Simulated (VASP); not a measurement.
# ZnAu (Pm-3m) in VASP: single point with PBEsol

Aim: the single point of ZnAu with PBEsol.

Everything below comes from runs of VASP 6.6.1. Logs are shortened: lines on timing, memory, paths and dates and some standing lists are left out, and cuts for length are marked.

## (1) The cell of the first run

The structure is cubic, space group Pm-3m (No. 221). The conventional cell has a = 3.128 Å, b = 3.128 Å, c = 3.128 Å, α = 90.00°, β = 90.00°, γ = 90.00°. Zn (site symmetry m-3m) has 8 Au at 2.71 Å and 6 Zn at 3.13 Å within 3.6 Å. Within 3.6 Å of Au (site symmetry m-3m) lie 8 Zn at 2.71 Å and 6 Au at 3.13 Å.

## (2) Single point, PBEsol

Contents of INCAR:

```
ALGO = Normal
EDIFF = 1E-6
ENCUT = 520
GGA = PS
ISIF = 2
ISMEAR = 0
LASPH = True
LCHARG = False
LREAL = False
LWAVE = False
NBANDS = 18
NELM = 100
PREC = Accurate
SIGMA = 0.05
```

Contents of KPOINTS:

```
k-points
0
Gamma
  10 10 10
```

Contents of POSCAR:

```
ZnAu
1.0
    3.1275251033      0.0000000000      0.0000000000
    0.0000000000      3.1275251033      0.0000000000
    0.0000000000      0.0000000000      3.1275251033
Zn Au
1 1
Direct
    0.5000000000      0.5000000000      0.5000000000
    0.0000000000      0.0000000000      0.0000000000
```

Potentials or basis: VASP PAW PBE potentials, release 64 (Zn, Au).

Run with:

```console
cat potpaw_PBE.64/Zn/POTCAR potpaw_PBE.64/Au/POTCAR > POTCAR
mpirun -np 1 vasp_std > vasp.out
```

OUTCAR:

```text
EDIFF = 1E-6
   ENCUT = 520
   GGA = PS
   ISIF = 2
   ISMEAR = 0
   LASPH = True
   LREAL = False
   NELM = 100
   PREC = Accurate

 ion  position               nearest neighbor table
   1  0.500  0.500  0.500-   2 2.71   2 2.71   2 2.71   2 2.71   2 2.71   2 2.71   2 2.71   2 2.71

   2  0.000  0.000  0.000-   1 2.71   1 2.71   1 2.71   1 2.71   1 2.71   1 2.71   1 2.71   1 2.71

  LATTYP: Found a simple cubic cell.
 ALAT       =     3.1275251033

  Lattice vectors:

 A1 = (   3.1275251033,   0.0000000000,   0.0000000000)
 A2 = (   0.0000000000,   3.1275251033,   0.0000000000)
 A3 = (   0.0000000000,   0.0000000000,   3.1275251033)

Analysis of symmetry for initial positions (statically):
=====================================================================
 Subroutine PRICEL returns:
 Original cell was already a primitive cell.

 Routine SETGRP: Setting up the symmetry group for a
 simple cubic supercell.

 Subroutine GETGRP returns: Found 48 space group operations
 (whereof 48 operations were pure point group operations)
 out of a pool of 48 trial point group operations.

The static configuration has the point symmetry O_h .

Analysis of symmetry for dynamics (positions and initial velocities):
=====================================================================
 Subroutine PRICEL returns:
 Original cell was already a primitive cell.

 Routine SETGRP: Setting up the symmetry group for a
 simple cubic supercell.

 Subroutine GETGRP returns: Found 48 space group operations
 (whereof 48 operations were pure point group operations)
 out of a pool of 48 trial point group operations.

The dynamic configuration has the point symmetry O_h .

 Subroutine INISYM returns: Found 48 space group operations
 (whereof 48 operations are pure point group operations),
 and found     1 'primitive' translations

----------------------------------------------------------------------------------------

                                     Primitive cell

  volume of cell :      30.5916

  direct lattice vectors                    reciprocal lattice vectors
     3.127525103  0.000000000  0.000000000     0.319741638  0.000000000  0.000000000
     0.000000000  3.127525103  0.000000000     0.000000000  0.319741638  0.000000000
     0.000000000  0.000000000  3.127525103     0.000000000  0.000000000  0.319741638

  length of vectors
     3.127525103  3.127525103  3.127525103     0.319741638  0.319741638  0.319741638

  position of ions in fractional coordinates (direct lattice)
     0.500000000  0.500000000  0.500000000
     0.000000000  0.000000000  0.000000000

  ion indices of the primitive-cell ions
   primitive index   ion index
                 1           1
                 2           2

----------------------------------------------------------------------------------------

 KPOINTS: k-points

Automatic generation of k-mesh.
 Grid dimensions read from file:
 generate k-points for:   10   10   10

 Generating k-lattice:

  Cartesian coordinates                     Fractional coordinates (reciprocal lattice)
     0.031974164  0.000000000  0.000000000     0.100000000  0.000000000  0.000000000
     0.000000000  0.031974164  0.000000000     0.000000000  0.100000000  0.000000000
     0.000000000  0.000000000  0.031974164     0.000000000  0.000000000  0.100000000

  Length of vectors
     0.031974164  0.031974164  0.031974164

  Shift w.r.t. Gamma in fractional coordinates (k-lattice)
     0.000000000  0.000000000  0.000000000

 Subroutine IBZKPT returns following result:
 ===========================================

 Found     56 irreducible k-points:

 Following reciprocal coordinates:
            Coordinates               Weight
  0.000000  0.000000  0.000000      1.000000
  0.100000  0.000000  0.000000      6.000000
  0.200000  0.000000  0.000000      6.000000
  0.300000  0.000000  0.000000      6.000000
  0.400000  0.000000  0.000000      6.000000
  0.500000  0.000000  0.000000      3.000000
[... 16 lines left out ...]
  0.200000  0.100000  0.100000     24.000000
  0.300000  0.100000  0.100000     24.000000
 [... further k-points ...]
   k-points           NKPTS =     56   k-points in BZ     NKDIM =     56   number of bands    NBANDS=     18
   number of dos      NEDOS =    301   number of ions     NIONS =      2
   total plane-waves  NPLWV =  13824
   dimension x,y,z NGX =    24 NGY =   24 NGZ =   24
   dimension x,y,z NGXF=    48 NGYF=   48 NGZF=   48
   ions per type =               1   1
   NGX,Y,Z   is equivalent  to a cutoff of  12.76, 12.76, 12.76 a.u.
   NGXF,Y,Z  is equivalent  to a cutoff of  25.51, 25.51, 25.51 a.u.
 SYSTEM =  unknown system
   PREC   = accura    normal or accurate (medium, high low for compatibility)
   ISTART =      0    job   : 0-new  1-cont  2-samecut
   ICHARG =      2    charge: 1-file 2-atom 10-const
   ISPIN  =      1    spin polarized calculation?
   LNONCOLLINEAR =      F non collinear calculations
   LSORBIT =      F    spin-orbit coupling
   LASPH  =      T    aspherical Exc in radial PAW
   ENCUT  =  520.0 eV  38.22 Ry    6.18 a.u.   5.82  5.82  5.82*2*pi/ulx,y,z
   NELM   =    100;   NELMIN=  2; NELMDL= -5     # of ELM steps
   EDIFF  = 0.1E-05   stopping-criterion for ELM
   LREAL  =      F    real-space projection
   EDIFFG = 0.1E-04   stopping-criterion for IOM
   NSW    =      0    number of steps for IOM
   IBRION =     -1    ionic relax: 0-MD 1-quasi-New 2-CG
   NFREE  =      0    steps in history (QN), initial steepest desc. (CG)
   ISIF   =      2    stress and relaxation
   ISYM   =      2    0-nonsym 1-usesym 2-fastsym
   POTIM  = 0.5000    time-step for ionic-motion
   TEBEG  =    0.0;   TEEND  =   0.0 temperature during run
   PSTRESS=    0.0 pullay stress
   NELECT =      23.0000    total number of electrons
   NUPDOWN=      -1.0000    fix difference up-down
   EMIN   =  10.00;   EMAX   =-10.00  energy-range for DOS
   EFERMI =   0.00;   METHOD = LEGACY
   ISMEAR =     0;   SIGMA  =   0.05  broadening in eV -4-tet -1-fermi 0-gaus
   EFERMI_NEDOS =   21; number of points for ismear=-14 and -15
   IALGO  =     38    algorithm
   IMIX   =      4    mixing-type and parameters
     AMIX     =   0.40;   BMIX     =  1.00
     AMIX_MAG =   1.60;   BMIX_MAG =  1.00
  volume/ion in A,a.u.               =      15.30       103.22
  Fermi-wavevector in a.u.,A,eV,Ry     =   1.488618  2.813080 30.150292  2.215984
  Thomas-Fermi vector in A             =   2.601630
   LORBIT       =      0    0 simple, 1 ext, 2 COOP (PROOUT), +10 PAW based schemes
   GGA     = PS    functional components
   LHFCALC =     F    Hartree Fock is set to
   AEXX    =    0.0000 exact exchange contribution
   IVDW    =     0    specifies the selected vdW correction
   LEPSILON=     F    determine dielectric tensor
   LRPA    =     F    only Hartree local field effects (RPA)
 non-spin polarized calculation
 Gauss-broadening in eV      SIGMA  =   0.05
  energy-cutoff  :      520.00
  volume of cell :       30.59
 maximum number of plane-waves:       840
 NGX is ok and might be reduce to    24
   NGX = 11   NGY = 11   NGZ = 11

 number of electron      22.9999973 magnetization

 Free energy of the ion-electron system (eV)
  ---------------------------------------------------
  ext. energy  EPLUGINS =         0.00000000
  ---------------------------------------------------
  free energy    TOTEN  =        -5.95538269 eV

  energy without entropy =       -5.95467495  energy(sigma->0) =       -5.95502882

 E-fermi :   7.1809     XC(G=0): -12.6420

 val. band max:        7.1707344620   @ k =   0.3000   0.1000   0.1000
 cond. band min:       7.2696228271   @ k =   0.4000   0.3000   0.2000
 fundamental gap:      0.0988883651
 Fermi energy:         7.1808799643

 k-point     1 :       0.0000    0.0000    0.0000
  band No.  band energies     occupation
      1      -3.6956      2.00000
      2      -1.0515      2.00000
      3      -1.0515      2.00000
      4      -0.3031      2.00000
      5      -0.3031      2.00000
      6      -0.3031      2.00000
[... 10 lines left out ...]
     17      19.4003      0.00000
     18      25.5160      0.00000

 k-point     2 :       0.1000    0.0000    0.0000
  band No.  band energies     occupation
      1      -3.5154      2.00000
      2      -1.0094      2.00000
      3      -0.9957      2.00000
      4      -0.3049      2.00000
      5      -0.3049      2.00000
      6      -0.2872      2.00000
[... 10 lines left out ...]
     17      20.2419      0.00000
     18      25.3850      0.00000

 k-point     3 :       0.2000    0.0000    0.0000
  band No.  band energies     occupation
      1      -2.9911      2.00000
      2      -0.8930      2.00000
      3      -0.8520      2.00000
      4      -0.3082      2.00000
      5      -0.3082      2.00000
      6      -0.2449      2.00000
[... 10 lines left out ...]
     17      22.6663      0.00000
     18      24.6497      0.00000

 k-point     4 :       0.3000    0.0000    0.0000
  band No.  band energies     occupation
      1      -2.1804      2.00000
      2      -0.7334      2.00000
      3      -0.6805      2.00000
      4      -0.3085      2.00000
      5      -0.3085      2.00000
      6      -0.1911      2.00000
[... 375 lines left out ...]
      4      -0.3383      2.00000
      5      -0.3383      2.00000
      6      -0.2218      2.00000
[... 10 lines left out ...]
     17      20.1901      0.00000
     18      24.4979      0.00000

 k-point    23 :       0.2000    0.1000    0.1000
  band No.  band energies     occupation
      1      -2.6623      2.00000
      2      -0.8155      2.00000
      3      -0.7725      2.00000
      4      -0.3679      2.00000
      5      -0.3481      2.00000
      6      -0.1926      2.00000
[... 10 lines left out ...]
     17      22.4310      0.00000
     18      22.6234      0.00000

 k-point    24 :       0.3000    0.1000    0.1000
  band No.  band energies     occupation
      1      -1.9115      2.00000
      2      -0.6865      2.00000
      3      -0.6199      2.00000
      4      -0.3588      2.00000
      5      -0.3486      2.00000
      6      -0.1848      2.00000
[... 10 lines left out ...]
     17      20.3441      0.00000
     18      22.1395      0.00000

 [... further k-points ...]

------------------------ aborting loop because EDIFF is reached ----------------------------------------

  FORCE on cell =-STRESS in cart. coord.  units (eV):
  Direction    XX          YY          ZZ          XY          YZ          ZX
  --------------------------------------------------------------------------------------
  -------------------------------------------------------------------------------------
  Total        0.0258077      0.0258077      0.0258077     -0.0000000     -0.0000000     -0.0000000
  in kB        1.3516294      1.3516294      1.3516294     -0.0000000     -0.0000000     -0.0000000
  external PRESSURE =       1.3516294 kB  Pullay stress =       0.0000000 kB

 VOLUME and BASIS-vectors are now :
 -----------------------------------------------------------------------------
  energy-cutoff  :      520.00
  volume of cell :       30.59
      direct lattice vectors                 reciprocal lattice vectors
     3.127525103  0.000000000  0.000000000     0.319741638  0.000000000  0.000000000
     0.000000000  3.127525103  0.000000000     0.000000000  0.319741638  0.000000000
     0.000000000  0.000000000  3.127525103     0.000000000  0.000000000  0.319741638

 POSITION                                       TOTAL-FORCE (eV/Angst)
 -----------------------------------------------------------------------------------
      1.56376      1.56376      1.56376         0.000000      0.000000      0.000000
      0.00000      0.00000      0.00000         0.000000      0.000000      0.000000
 -----------------------------------------------------------------------------------
    total drift:                                0.000000      0.000000     -0.000000

  FREE ENERGIE OF THE ION-ELECTRON SYSTEM (eV)
  ---------------------------------------------------
  free  energy   TOTEN  =        -5.9553826859 eV

  energy  without entropy=       -5.9546749500  energy(sigma->0) =       -5.95502882
```

Run time: 9.7 s. Hardware: 1 thread of Intel Xeon Platinum 8488C (Sapphire Rapids), shared host; peak memory 0.16 GiB.

Results:

| Quantity | Value |
| --- | --- |
| Free energy | -5.9554 eV |
| Pressure | 0.1 GPa |

Levels at points of the mesh, in eV from the Fermi level:
```tsv
k point	band 10	band 11	band 12	band 13	band 14	band 15
(0.00, 0.00, 0.00)	-3.80	-3.80	4.94	4.94	4.94	9.02
(0.50, 0.00, 0.00)	-5.04	-3.97	-2.42	10.41	11.19	11.19
(0.50, 0.50, 0.00)	-3.20	-2.14	-2.14	0.84	2.57	10.43
(0.50, 0.50, 0.50)	-3.15	1.39	3.62	3.70	3.70	3.70
```

Caveat: the PAW data sets were made with another functional, which shifts forces and pressure a little; spin-orbit coupling is left out, which moves the levels of the heavy elements.
